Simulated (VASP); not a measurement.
A run of VASP 6.6.1 is set up as follows.

Contents of INCAR:

```
SYSTEM = Rh
PREC     = Accurate       ! precision mode
ENCUT    = 500            ! plane-wave cutoff, eV
EDIFF    = 1E-6           ! SCF threshold, eV
ISMEAR   = -1             ! smearing method
SIGMA    = 0.1            ! smearing width, eV
LREAL    = .False.        ! projectors in reciprocal space
LASPH    = .True.         ! aspherical terms in the spheres
NELM     = 120            ! most SCF steps
ALGO     = Normal         ! electronic algorithm
ISIF     = 2              ! what is computed and relaxed
LWAVE    = .False.        ! write WAVECAR
LCHARG   = .False.        ! write CHGCAR
GGA      = PS             ! functional
NBANDS   = 14             ! bands
GGA_COMPAT= .False.
```

File KPOINTS:

```
regular mesh
0
Gamma
  11 11 11
  0 0 0
```

File POSCAR:

```
Rh
1.0
    0.0000000000      1.8914769970      1.8914769970
    1.8914769970      0.0000000000      1.8914769970
    1.8914769970      1.8914769970      0.0000000000
Rh
1
Direct
    0.0000000000      0.0000000000      0.0000000000
```

Potentials or basis: VASP PAW PBE potentials, release 64 (Rh_pv).

The run is started by

```sh
$ cat potpaw_PBE.64/Rh_pv/POTCAR > POTCAR
$ mpirun -np 1 vasp_std > vasp.out
```

Q: Estimate the pressure.

A: 0.0 GPa.

Q: Predict the band gap on the k mesh.

A: Zero (an odd number of electrons rules out a gap without spin polarisation).

Caveat: the PAW data sets were made with another functional, which shifts forces and pressure a little.
